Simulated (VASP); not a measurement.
# Ag in VASP: further runs

Ag is run at these levels: PBE; tasks: single point.

Program: VASP 6.6.1. These are calculated values, not measurements. Logs are shortened: lines on timing, memory, paths and dates and some standing lists are left out, and cuts for length are marked.

### Step 1. The cell of the first run

Symmetry: P6_3/mmc, No. 194, hexagonal system. The conventional cell has a = 2.930 Å, b = 2.930 Å, c = 4.790 Å, α = 90.00°, β = 90.00°, γ = 120.00°. Ag (site symmetry -6m2) has 12 Ag at 2.93 Å within 3.9 Å.

This isn't the form of Ag at room conditions, which is fcc.

### Step 2. Single point, PBE

The input, INCAR:

```
PREC     = Accurate       # precision mode
ENCUT    = 520            # plane-wave cutoff, eV
EDIFF    = 1E-6           # SCF threshold, eV
ISMEAR   = -1             # smearing method
SIGMA    = 0.03           # smearing width, eV
LREAL    = False          # projectors in reciprocal space
LASPH    = True           # aspherical terms in the spheres
NELM     = 100            # most SCF steps
ALGO     = Normal         # electronic algorithm
ISIF     = 2              # what is computed and relaxed
LWAVE    = False          # write WAVECAR
LCHARG   = False          # write CHGCAR
GGA      = PE             # functional
NBANDS   = 18             # bands
```

The input, KPOINTS:

```
regular mesh
0
Gamma
  10 10 5
```

The input, POSCAR:

```
Ag
1.0
    2.9299980804      0.0000000000      0.0000000000
   -1.4649990402      2.5374527707      0.0000000000
    0.0000000000      0.0000000000      4.7900000000
Ag
2
Direct
    0.3333333333      0.6666666667      0.2500000000
    0.6666666667      0.3333333333      0.7500000000
```

Potentials or basis: VASP PAW PBE potentials, release 64 (Ag).

On the command line:

```sh
> cat potpaw_PBE.64/Ag/POTCAR > POTCAR
> mpirun -np 1 vasp_std > vasp.out
```

OUTCAR:

```text
PREC = Accurate
   ENCUT = 520
   EDIFF = 1E-6
   ISMEAR = -1
   LREAL = False
   LASPH = True
   NELM = 100
   ISIF = 2
   GGA = PE

 ion  position               nearest neighbor table
   1  0.333  0.667  0.250-   2 2.93   2 2.93   2 2.93   2 2.93   2 2.93   2 2.93
   2  0.667  0.333  0.750-   1 2.93   1 2.93   1 2.93   1 2.93   1 2.93   1 2.93

  LATTYP: Found a hexagonal cell.
 ALAT       =     2.9299980804
 C/A-ratio  =     1.6348133577

  Lattice vectors:

 A1 = (   2.9299980804,   0.0000000000,   0.0000000000)
 A2 = (  -1.4649990402,   2.5374527707,   0.0000000000)
 A3 = (   0.0000000000,   0.0000000000,   4.7900000000)

Analysis of symmetry for initial positions (statically):
=====================================================================
 Subroutine PRICEL returns:
 Original cell was already a primitive cell.

 Routine SETGRP: Setting up the symmetry group for a
 hexagonal supercell.

 Subroutine GETGRP returns: Found 24 space group operations
 (whereof 12 operations were pure point group operations)
 out of a pool of 24 trial point group operations.

The static configuration has the point symmetry D_3d.
 The point group associated with its full space group is D_6h.

Analysis of symmetry for dynamics (positions and initial velocities):
=====================================================================
 Subroutine PRICEL returns:
 Original cell was already a primitive cell.

 Routine SETGRP: Setting up the symmetry group for a
 hexagonal supercell.

 Subroutine GETGRP returns: Found 24 space group operations
 (whereof 12 operations were pure point group operations)
 out of a pool of 24 trial point group operations.

The dynamic configuration has the point symmetry D_3d.
 The point group associated with its full space group is D_6h.

 Subroutine INISYM returns: Found 24 space group operations
 (whereof 12 operations are pure point group operations),
 and found     1 'primitive' translations

----------------------------------------------------------------------------------------

                                     Primitive cell

  volume of cell :      35.6124

  direct lattice vectors                    reciprocal lattice vectors
     2.929998080  0.000000000  0.000000000     0.341297152  0.197048003  0.000000000
[... 76 lines left out ...]
 SYSTEM =  unknown system
   PREC   = accura    normal or accurate (medium, high low for compatibility)
   ISTART =      0    job   : 0-new  1-cont  2-samecut
   ICHARG =      2    charge: 1-file 2-atom 10-const
   ISPIN  =      1    spin polarized calculation?
   LNONCOLLINEAR =      F non collinear calculations
   LSORBIT =      F    spin-orbit coupling
   LASPH  =      T    aspherical Exc in radial PAW
   ENCUT  =  520.0 eV  38.22 Ry    6.18 a.u.   5.45  5.45  8.91*2*pi/ulx,y,z
   NELM   =    100;   NELMIN=  2; NELMDL= -5     # of ELM steps
   EDIFF  = 0.1E-05   stopping-criterion for ELM
   LREAL  =      F    real-space projection
   EDIFFG = 0.1E-04   stopping-criterion for IOM
   NSW    =      0    number of steps for IOM
   IBRION =     -1    ionic relax: 0-MD 1-quasi-New 2-CG
   NFREE  =      0    steps in history (QN), initial steepest desc. (CG)
   ISIF   =      2    stress and relaxation
   ISYM   =      2    0-nonsym 1-usesym 2-fastsym
   POTIM  = 0.5000    time-step for ionic-motion
   TEBEG  =    0.0;   TEEND  =   0.0 temperature during run
   PSTRESS=    0.0 pullay stress
   NELECT =      22.0000    total number of electrons
   NUPDOWN=      -1.0000    fix difference up-down
   EMIN   =  10.00;   EMAX   =-10.00  energy-range for DOS
   EFERMI =   0.00;   METHOD = LEGACY
   ISMEAR =    -1;   SIGMA  =   0.03  broadening in eV -4-tet -1-fermi 0-gaus
   EFERMI_NEDOS =   21; number of points for ismear=-14 and -15
   IALGO  =     38    algorithm
   IMIX   =      4    mixing-type and parameters
     AMIX     =   0.40;   BMIX     =  1.00
     AMIX_MAG =   1.60;   BMIX_MAG =  1.00
  volume/ion in A,a.u.               =      17.81       120.16
  Fermi-wavevector in a.u.,A,eV,Ry     =   1.394276  2.634800 26.449806  1.944006
  Thomas-Fermi vector in A             =   2.517841
   LORBIT       =      0    0 simple, 1 ext, 2 COOP (PROOUT), +10 PAW based schemes
   GGA     = PE    functional components
   LHFCALC =     F    Hartree Fock is set to
   AEXX    =    0.0000 exact exchange contribution
   IVDW    =     0    specifies the selected vdW correction
   LEPSILON=     F    determine dielectric tensor
   LRPA    =     F    only Hartree local field effects (RPA)
 non-spin polarized calculation
  energy-cutoff  :      520.00
  volume of cell :       35.61
 maximum number of plane-waves:       989
 NGX is ok and might be reduce to    24
   NGX = 11   NGY = 11   NGZ = 17

 number of electron      22.0000005 magnetization

 Free energy of the ion-electron system (eV)
  ---------------------------------------------------
  ext. energy  EPLUGINS =         0.00000000
  ---------------------------------------------------
  free energy    TOTEN  =        -5.40496581 eV

  energy without entropy =       -5.40169447  energy(sigma->0) =       -5.40333014

 E-fermi :   7.8690     XC(G=0): -11.9501

 val. band max:        7.8623960011   @ k =   0.2000   0.0000   0.2000
 cond. band min:       7.9073747023   @ k =   0.3000   0.1000   0.4000
 fundamental gap:      0.0449787012
 Fermi energy:         7.8689718608

 k-point     1 :       0.0000    0.0000    0.0000
  band No.  band energies     occupation
      1       0.3881      2.00000
      2       1.7131      2.00000
      3       3.1871      2.00000
      4       3.2809      2.00000
      5       3.2809      2.00000
      6       3.5002      2.00000
[... 481 lines left out ...]
      5       3.2232      2.00000
      6       3.8406      2.00000
[... 10 lines left out ...]
     17      20.3174      0.00000
     18      21.7119      0.00000

 [... further k-points ...]
[... 5 lines left out ...]
  --------------------------------------------------------------------------------------
  -------------------------------------------------------------------------------------
  Total        0.1735021      0.1735021      0.0482834      0.0000000      0.0000000      0.0000000
  in kB        7.8057456      7.8057456      2.1722390      0.0000000      0.0000000      0.0000000
  external PRESSURE =       5.9279100 kB  Pullay stress =       0.0000000 kB

 VOLUME and BASIS-vectors are now :
 -----------------------------------------------------------------------------
  energy-cutoff  :      520.00
  volume of cell :       35.61
      direct lattice vectors                 reciprocal lattice vectors
     2.929998080  0.000000000  0.000000000     0.341297152  0.197048003  0.000000000
    -1.464999040  2.537452771  0.000000000     0.000000000  0.394096005  0.000000000
     0.000000000  0.000000000  4.790000000     0.000000000  0.000000000  0.208768267

 POSITION                                       TOTAL-FORCE (eV/Angst)
 -----------------------------------------------------------------------------------
     -0.00000      1.69164      1.19750        -0.000000      0.000000      0.000000
      1.46500      0.84582      3.59250         0.000000      0.000000      0.000000
 -----------------------------------------------------------------------------------
    total drift:                               -0.000000      0.000000     -0.000000

  FREE ENERGIE OF THE ION-ELECTRON SYSTEM (eV)
  ---------------------------------------------------
  free  energy   TOTEN  =        -5.4049658100 eV

  energy  without entropy=       -5.4016944667  energy(sigma->0) =       -5.40333014
```

Wall time 20 s (1 thread of Intel Xeon 8259CL, shared host); peak memory 0.16 GiB.

Results:

```
Free energy            : -5.4050 eV
Pressure               : 0.6 GPa
Band gap on the k mesh : zero (bands 11 and 12 overlap by 5.75 eV)
```

Levels at points of the mesh, in eV from the Fermi level:
| k point | band 9 | band 10 | band 11 | band 12 | band 13 | band 14 |
| --- | --- | --- | --- | --- | --- | --- |
| (0.00, 0.00, 0.00) | -4.04 | -3.10 | -3.10 | -0.32 | 3.33 | 15.51 |
| (0.50, 0.00, 0.00) | -2.93 | -2.85 | 0.10 | 1.43 | 6.67 | 6.94 |

### Step 3. Single point, PBE (atom 2 (Ag) moved by [0.0, 0.0, 0.03] A)

The input, INCAR:

```
PREC     = Accurate       # precision mode
ENCUT    = 520            # plane-wave cutoff, eV
EDIFF    = 1E-6           # SCF threshold, eV
ISMEAR   = -1             # smearing method
SIGMA    = 0.03           # smearing width, eV
LREAL    = F              # projectors in reciprocal space
LASPH    = T              # aspherical terms in the spheres
NELM     = 100            # most SCF steps
ALGO     = Normal         # electronic algorithm
ISIF     = 2              # what is computed and relaxed
LWAVE    = F              # write WAVECAR
LCHARG   = T              # write CHGCAR
GGA      = PE             # functional
LELF     = T              # ELF
LVHAR    = T            
NBANDS   = 18             # bands
```

The input, KPOINTS:

```
Automatic mesh
0
Gamma
  13 13 7
```

POSCAR: that of step 2 with these lines changed.

```diff
@@ -9,2 +9,2 @@
     0.3333333333      0.6666666667      0.2500000000
-    0.6666666667      0.3333333333      0.7500000000
+    0.6666666667      0.3333333333      0.7562630480
```

Potentials or basis: VASP PAW PBE potentials, release 64 (Ag).

On the command line:

```sh
> cat potpaw_PBE.64/Ag/POTCAR > POTCAR
> mpirun -np 1 vasp_std > vasp.out
```

Run time: 58 s. Hardware: 1 thread of Intel Xeon 8259CL, shared host; peak memory 0.2 GiB.

The run converged. Its results:

```yaml
Free_energy: -5.4306 eV
Pressure: 0.2 GPa
Largest_force: 0.149 eV/Å
Band_gap_on_the_k_mesh: zero (bands 11 and 12 overlap by 6.28 eV)
```

Forces on the atoms (eV/Å):
```
Ag   0.000  0.000  0.149
Ag   0.000  0.000 -0.149
```

Stress tensor (GPa, compression positive):
```
-0.41  0.00  0.00
 0.00 -0.41  0.00
 0.00  0.00  1.30
```

Levels at points of the mesh, in eV from the Fermi level:
| k point | band 8 | band 9 | band 10 | band 11 | band 12 | band 13 | band 14 | band 15 |
| --- | --- | --- | --- | --- | --- | --- | --- | --- |
| (0.00, 0.00, 0.00) | -4.06 | -4.06 | -3.13 | -3.13 | -0.33 | 3.30 | 15.49 | 17.35 |

Caveat: the cell differs from its parent crystal (atom 2 (Ag) moved by [0.0, 0.0, 0.03] A).

### Step 4. Single point, PBE

The input, INCAR:

```
SYSTEM = Ag
PREC = Accurate ; ENCUT = 520
EDIFF = 1E-6 ; ISMEAR = -1
SIGMA = 0.03 ; LREAL = .False.
LASPH = .True. ; NELM = 60
ALGO = Normal ; ISIF = 2
LWAVE = .False. ; LCHARG = .True.
GGA = PE ; LELF = .True.
LVHAR = .True. ; NBANDS = 18
```

The input, KPOINTS:

```
regular mesh
0
Gamma
  18 18 10
  0 0 0
```

POSCAR: that of step 3 with these lines changed.

```diff
@@ -9,2 +9,2 @@
     0.3333333333      0.6666666667      0.2500000000
-    0.6666666667      0.3333333333      0.7562630480
+    0.6666666667      0.3333333333      0.7500000000
```

On the command line:

```sh
> cat potpaw_PBE.64/Ag/POTCAR > POTCAR
> mpirun -np 1 vasp_std > vasp.out
```

Run time: 1.9 min. Hardware: 1 thread of Intel Xeon 8259CL, shared host; peak memory 0.24 GiB.

It converged, with:

- Free energy: -5.4264 eV
- Pressure: 0.3 GPa
- Band gap on the k mesh: zero (bands 11 and 12 overlap by 7.36 eV)

Levels at points of the mesh, in eV from the Fermi level:
```tsv
k point	band 8	band 9	band 10	band 11	band 12	band 13	band 14	band 15
(0.00, 0.00, 0.00)	-4.01	-4.01	-3.07	-3.07	-0.27	3.36	15.55	17.41
(0.50, 0.00, 0.00)	-2.94	-2.90	-2.82	0.14	1.47	6.71	6.98	9.03
(0.00, 0.00, 0.50)	-4.37	-3.36	-3.36	-3.36	-3.36	10.82	10.82	15.90
(0.50, 0.00, 0.50)	-3.11	-2.86	-2.86	0.83	0.83	4.37	4.37	13.30
```

### Step 5. Summary

| cell | k mesh | gap on the mesh (eV) | pressure (GPa) |
| --- | --- | --- | --- |
| as given, atomic positions A | 10 × 10 × 5 | none | 0.6 |
| as given, atomic positions B | 13 × 13 × 7 | none | 0.2 |
| as given, atomic positions A | 18 × 18 × 10 | none | 0.3 |

Alike in all rows: task single point; level PBE; potentials or basis VASP PAW PBE potentials, release 64 (Ag); no spin polarisation; cutoff (eV) 520; smearing fermi-dirac 0.03 eV.

Total energies depend on the potentials used, so only differences within one code and one set of settings carry meaning.
